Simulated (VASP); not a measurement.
# NaI in VASP: a series of runs

Runs on NaI. Level: LDA. Tasks: single point.

All numbers are computed with VASP 6.6.1; they aren't measurements. Logs are shortened: lines on timing, memory, paths and dates and some standing lists are left out, and cuts for length are marked.

## (1) The cell of the first run

The structure is trigonal, space group R-3m (No. 166). Conventional cell: a = 4.554 Å, b = 4.554 Å, c = 11.323 Å, α = 90.00°, β = 90.00°, γ = 120.00°. Na (site symmetry -3m) has 6 I at 3.24 Å within 4.3 Å. I (site symmetry -3m) has 6 Na at 3.24 Å within 4.3 Å.

## (2) Single point, LDA (equal xy, yz and zx shear strains of +1 %)

Contents of INCAR:

```
SYSTEM = NaI
  PREC = Accurate
  ENCUT = 520
  EDIFF = 1E-6
  ISMEAR = -1
  SIGMA = 0.02
  LREAL = .False.
  LASPH = .True.
  NELM = 80
  ALGO = Normal
  ISIF = 2
  LWAVE = .False.
  LCHARG = .False.
  NBANDS = 14
```

Contents of KPOINTS:

```
Automatic mesh
0
Gamma
  8 8 8
  0 0 0
```

Contents of POSCAR:

```
NaI
1.0
    0.0323640000      3.2525820000      3.2525820000
    3.2525820000      0.0323640000      3.2525820000
    3.2525820000      3.2525820000      0.0323640000
Na I
1 1
Direct
    0.0000000000      0.0000000000      0.0000000000
    0.5000000000      0.5000000000      0.5000000000
```

Potentials or basis: VASP PAW LDA potentials, release 64 (Na_pv, I).

On the command line:

```sh
$ cat potpaw_LDA.64/Na_pv/POTCAR potpaw_LDA.64/I/POTCAR > POTCAR
$ mpirun -np 1 vasp_std > vasp.out
```

OUTCAR:

```text
SYSTEM = NaI
   PREC = Accurate
   ENCUT = 520
   EDIFF = 1E-6
   ISMEAR = -1
   LREAL = .False.
   LASPH = .True.
   NELM = 80
   ISIF = 2

 ion  position               nearest neighbor table
   1  0.000  0.000  0.000-
   2  0.500  0.500  0.500-

  LATTYP: Found a trigonal (rhomboedric) cell.
 ALAT       =     4.5999594305
 COS(alpha) =     0.5099250056

  Lattice vectors:

 A1 = (   0.0323640000,   3.2525820000,   3.2525820000)
 A2 = (   3.2525820000,   0.0323640000,   3.2525820000)
 A3 = (   3.2525820000,   3.2525820000,   0.0323640000)

Analysis of symmetry for initial positions (statically):
=====================================================================
 Subroutine PRICEL returns:
 Original cell was already a primitive cell.

 Routine SETGRP: Setting up the symmetry group for a
 trigonal (rhombohedral) supercell.

 Subroutine GETGRP returns: Found 12 space group operations
 (whereof 12 operations were pure point group operations)
 out of a pool of 12 trial point group operations.

The static configuration has the point symmetry D_3d.

Analysis of symmetry for dynamics (positions and initial velocities):
=====================================================================
 Subroutine PRICEL returns:
 Original cell was already a primitive cell.

 Routine SETGRP: Setting up the symmetry group for a
 trigonal (rhombohedral) supercell.

 Subroutine GETGRP returns: Found 12 space group operations
 (whereof 12 operations were pure point group operations)
 out of a pool of 12 trial point group operations.

The dynamic configuration has the point symmetry D_3d.

 Subroutine INISYM returns: Found 12 space group operations
 (whereof 12 operations are pure point group operations),
 and found     1 'primitive' translations

----------------------------------------------------------------------------------------

                                     Primitive cell

  volume of cell :      67.7929

  direct lattice vectors                    reciprocal lattice vectors
     0.032364000  3.252582000  3.252582000    -0.156037649  0.154500333  0.154500333
     3.252582000  0.032364000  3.252582000     0.154500333 -0.156037649  0.154500333
     3.252582000  3.252582000  0.032364000     0.154500333  0.154500333 -0.156037649

  length of vectors
     4.599959430  4.599959430  4.599959430     0.268492930  0.268492930  0.268492930

  position of ions in fractional coordinates (direct lattice)
     0.000000000  0.000000000  0.000000000
     0.500000000  0.500000000  0.500000000

  ion indices of the primitive-cell ions
   primitive index   ion index
                 1           1
                 2           2

----------------------------------------------------------------------------------------

 KPOINTS: Automatic mesh

Automatic generation of k-mesh.
 Grid dimensions read from file:
 generate k-points for:    8    8    8

 Generating k-lattice:

  Cartesian coordinates                     Fractional coordinates (reciprocal lattice)
    -0.019504706  0.019312542  0.019312542     0.125000000  0.000000000  0.000000000
     0.019312542 -0.019504706  0.019312542     0.000000000  0.125000000  0.000000000
     0.019312542  0.019312542 -0.019504706     0.000000000  0.000000000  0.125000000

  Length of vectors
     0.033561616  0.033561616  0.033561616

  Shift w.r.t. Gamma in fractional coordinates (k-lattice)
     0.000000000  0.000000000  0.000000000

 Subroutine IBZKPT returns following result:
 ===========================================

 Found     65 irreducible k-points:

 Following reciprocal coordinates:
            Coordinates               Weight
  0.000000  0.000000  0.000000      1.000000
  0.125000  0.000000  0.000000      6.000000
  0.250000  0.000000  0.000000      6.000000
  0.375000  0.000000 -0.000000      6.000000
  0.500000  0.000000  0.000000      3.000000
  0.125000  0.125000  0.000000      6.000000
[... 16 lines left out ...]
  0.250000  0.125000  0.125000      6.000000
  0.375000  0.125000  0.125000      6.000000
 [... further k-points ...]
   k-points           NKPTS =     65   k-points in BZ     NKDIM =     65   number of bands    NBANDS=     14
   number of dos      NEDOS =    301   number of ions     NIONS =      2
   total plane-waves  NPLWV =  46656
   dimension x,y,z NGX =    36 NGY =   36 NGZ =   36
   dimension x,y,z NGXF=    72 NGYF=   72 NGZF=   72
   ions per type =               1   1
   NGX,Y,Z   is equivalent  to a cutoff of  13.01, 13.01, 13.01 a.u.
   NGXF,Y,Z  is equivalent  to a cutoff of  26.02, 26.02, 26.02 a.u.
 SYSTEM =  NaI
   PREC   = accura    normal or accurate (medium, high low for compatibility)
   ISTART =      0    job   : 0-new  1-cont  2-samecut
   ICHARG =      2    charge: 1-file 2-atom 10-const
   ISPIN  =      1    spin polarized calculation?
   LNONCOLLINEAR =      F non collinear calculations
   LSORBIT =      F    spin-orbit coupling
   LASPH  =      T    aspherical Exc in radial PAW
   ENCUT  =  520.0 eV  38.22 Ry    6.18 a.u.   8.55  8.55  8.55*2*pi/ulx,y,z
   NELM   =     80;   NELMIN=  2; NELMDL= -5     # of ELM steps
   EDIFF  = 0.1E-05   stopping-criterion for ELM
   LREAL  =      F    real-space projection
   EDIFFG = 0.1E-04   stopping-criterion for IOM
   NSW    =      0    number of steps for IOM
   IBRION =     -1    ionic relax: 0-MD 1-quasi-New 2-CG
   NFREE  =      0    steps in history (QN), initial steepest desc. (CG)
   ISIF   =      2    stress and relaxation
   ISYM   =      2    0-nonsym 1-usesym 2-fastsym
   POTIM  = 0.5000    time-step for ionic-motion
   TEBEG  =    0.0;   TEEND  =   0.0 temperature during run
   PSTRESS=    0.0 pullay stress
   NELECT =      14.0000    total number of electrons
   NUPDOWN=      -1.0000    fix difference up-down
   EMIN   =  10.00;   EMAX   =-10.00  energy-range for DOS
   EFERMI =   0.00;   METHOD = LEGACY
   ISMEAR =    -1;   SIGMA  =   0.02  broadening in eV -4-tet -1-fermi 0-gaus
   EFERMI_NEDOS =   21; number of points for ismear=-14 and -15
   IALGO  =     38    algorithm
   IMIX   =      4    mixing-type and parameters
     AMIX     =   0.40;   BMIX     =  1.00
     AMIX_MAG =   1.60;   BMIX_MAG =  1.00
  volume/ion in A,a.u.               =      33.90       228.74
  Fermi-wavevector in a.u.,A,eV,Ry     =   0.967660  1.828612 12.740032  0.936366
  Thomas-Fermi vector in A             =   2.097564
   LORBIT       =      0    0 simple, 1 ext, 2 COOP (PROOUT), +10 PAW based schemes
   GGA     = CA    functional components
   LHFCALC =     F    Hartree Fock is set to
   AEXX    =    0.0000 exact exchange contribution
   IVDW    =     0    specifies the selected vdW correction
   LEPSILON=     F    determine dielectric tensor
   LRPA    =     F    only Hartree local field effects (RPA)
 non-spin polarized calculation
  energy-cutoff  :      520.00
  volume of cell :       67.79
 maximum number of plane-waves:      1850
 NGX is ok and might be reduce to    36
   NGX = 17   NGY = 17   NGZ = 17

 number of electron      14.0000001 magnetization

 Free energy of the ion-electron system (eV)
  ---------------------------------------------------
  ext. energy  EPLUGINS =         0.00000000
  ---------------------------------------------------
  free energy    TOTEN  =        -5.98148087 eV

  energy without entropy =       -5.98148087  energy(sigma->0) =       -5.98148087

 E-fermi :   1.1238     XC(G=0):  -8.1003

 val. band max:        0.6420834779   @ k =   0.0000   0.0000   0.0000
 cond. band min:       3.9640002988   @ k =   0.0000   0.0000   0.0000
 fundamental gap:      3.3219168209
 Fermi energy:         1.1237913386

 k-point     1 :       0.0000    0.0000    0.0000
  band No.  band energies     occupation
      1     -21.7686      2.00000
      2     -21.7686      2.00000
      3     -21.7673      2.00000
      4     -10.4641      2.00000
      5       0.5756      2.00000
      6       0.6421      2.00000
      7       0.6421      2.00000
      8       3.9640      0.00000
      9       8.3054      0.00000
     10       8.4740      0.00000
     11       8.4740      0.00000
     12      10.2873      0.00000
     13      10.2873      0.00000
     14      10.8110      0.00000

 k-point     2 :       0.1250    0.0000    0.0000
  band No.  band energies     occupation
      1     -21.7693      2.00000
      2     -21.7686      2.00000
      3     -21.7674      2.00000
      4     -10.4201      2.00000
      5       0.1443      2.00000
      6       0.5390      2.00000
      7       0.5939      2.00000
      8       4.5053      0.00000
      9       8.0511      0.00000
     10       8.4800      0.00000
     11       8.6238      0.00000
     12       9.7795      0.00000
     13       9.8264      0.00000
     14      11.2935      0.00000

 k-point     3 :       0.2500    0.0000    0.0000
  band No.  band energies     occupation
      1     -21.7713      2.00000
      2     -21.7688      2.00000
      3     -21.7675      2.00000
      4     -10.3098      2.00000
      5      -0.7148      2.00000
      6       0.4364      2.00000
      7       0.4834      2.00000
      8       5.2867      0.00000
      9       7.9550      0.00000
     10       8.3652      0.00000
     11       8.4676      0.00000
     12       9.9511      0.00000
     13      10.0835      0.00000
     14      10.7546      0.00000

 k-point     4 :       0.3750    0.0000   -0.0000
  band No.  band energies     occupation
      1     -21.7733      2.00000
      2     -21.7689      2.00000
      3     -21.7676      2.00000
      4     -10.1930      2.00000
      5      -1.3790      2.00000
      6       0.3408      2.00000
      7       0.3799      2.00000
      8       5.4835      0.00000
      9       7.9771      0.00000
     10       8.0755      0.00000
     11       8.7046      0.00000
     12      10.4491      0.00000
     13      11.1678      0.00000
     14      11.3380      0.00000

 k-point     5 :       0.5000    0.0000    0.0000
  band No.  band energies     occupation
      1     -21.7741      2.00000
      2     -21.7690      2.00000
      3     -21.7677      2.00000
      4     -10.1425      2.00000
      5      -1.6234      2.00000
      6       0.3029      2.00000
      7       0.3389      2.00000
      8       5.4663      0.00000
      9       7.8242      0.00000
     10       7.9247      0.00000
     11       9.1015      0.00000
[... 276 lines left out ...]
 k-point    22 :       0.1250    0.1250    0.1250
  band No.  band energies     occupation
      1     -21.7686      2.00000
      2     -21.7686      2.00000
      3     -21.7681      2.00000
      4     -10.4223      2.00000
      5       0.0961      2.00000
      6       0.5990      2.00000
      7       0.5990      2.00000
      8       4.5033      0.00000
      9       7.9586      0.00000
     10       8.6150      0.00000
     11       8.6150      0.00000
     12       9.8441      0.00000
     13       9.8441      0.00000
     14      11.3232      0.00000

 k-point    23 :       0.2500    0.1250    0.1250
  band No.  band energies     occupation
      1     -21.7697      2.00000
      2     -21.7686      2.00000
      3     -21.7683      2.00000
      4     -10.3577      2.00000
      5      -0.3318      2.00000
      6       0.3346      2.00000
      7       0.5793      2.00000
      8       5.1644      0.00000
      9       7.6709      0.00000
     10       8.4680      0.00000
     11       8.8830      0.00000
     12       9.0348      0.00000
     13      10.3244      0.00000
     14      12.0027      0.00000

 k-point    24 :       0.3750    0.1250    0.1250
  band No.  band energies     occupation
      1     -21.7717      2.00000
      2     -21.7687      2.00000
      3     -21.7684      2.00000
      4     -10.2459      2.00000
      5      -0.9569      2.00000
      6       0.0905      2.00000
      7       0.4685      2.00000
      8       5.8434      0.00000
      9       7.8377      0.00000
     10       7.8816      0.00000
     11       8.4387      0.00000
     12       9.7691      0.00000
     13      11.4158      0.00000
     14      11.5439      0.00000

 [... further k-points ...]

------------------------ aborting loop because EDIFF is reached ----------------------------------------

  FORCE on cell =-STRESS in cart. coord.  units (eV):
  Direction    XX          YY          ZZ          XY          YZ          ZX
  --------------------------------------------------------------------------------------
  -------------------------------------------------------------------------------------
  Total       -0.6832836     -0.6832836     -0.6832836     -0.0297538     -0.0297538     -0.0297538
  in kB      -16.1483244    -16.1483244    -16.1483244     -0.7031841     -0.7031841     -0.7031841
  external PRESSURE =     -16.1483244 kB  Pullay stress =       0.0000000 kB

 VOLUME and BASIS-vectors are now :
 -----------------------------------------------------------------------------
  energy-cutoff  :      520.00
  volume of cell :       67.79
      direct lattice vectors                 reciprocal lattice vectors
     0.032364000  3.252582000  3.252582000    -0.156037649  0.154500333  0.154500333
     3.252582000  0.032364000  3.252582000     0.154500333 -0.156037649  0.154500333
     3.252582000  3.252582000  0.032364000     0.154500333  0.154500333 -0.156037649

 POSITION                                       TOTAL-FORCE (eV/Angst)
 -----------------------------------------------------------------------------------
      0.00000      0.00000      0.00000         0.000000     -0.000000     -0.000000
      3.26876      3.26876      3.26876        -0.000000      0.000000      0.000000
 -----------------------------------------------------------------------------------
    total drift:                                0.000000      0.000000      0.000000

  FREE ENERGIE OF THE ION-ELECTRON SYSTEM (eV)
  ---------------------------------------------------
  free  energy   TOTEN  =        -5.9814808669 eV

  energy  without entropy=       -5.9814808669  energy(sigma->0) =       -5.98148087
```

Wall time 16 s (1 thread of Intel Xeon 6975P-C (Granite Rapids), shared host); peak memory 0.21 GiB.

Results:

```
Free energy            : -5.9815 eV
Pressure               : -1.6 GPa
Band gap on the k mesh : 3.32 eV
```

Levels at points of the mesh, in eV from the valence-band top:
| k point | band 4 | band 5 | band 6 | band 7 | band 8 | band 9 | band 10 | band 11 |
| --- | --- | --- | --- | --- | --- | --- | --- | --- |
| (0.00, 0.00, 0.00) | -11.11 | -0.07 | 0.00 | 0.00 | 3.32 | 7.66 | 7.83 | 7.83 |
| (0.50, 0.00, 0.00) | -10.78 | -2.27 | -0.34 | -0.30 | 4.82 | 7.18 | 7.28 | 8.46 |
| (0.50, 0.50, 0.00) | -10.71 | -1.98 | -0.82 | -0.75 | 4.24 | 5.35 | 9.58 | 10.98 |
| (0.50, 0.50, 0.50) | -10.80 | -2.28 | -0.27 | -0.27 | 4.88 | 7.33 | 7.33 | 8.42 |

Caveat: the cell differs from its parent crystal (equal xy, yz and zx shear strains of +1 %); spin-orbit coupling is left out, which moves the levels of the heavy elements.

(Continued in part 2 of 2.)
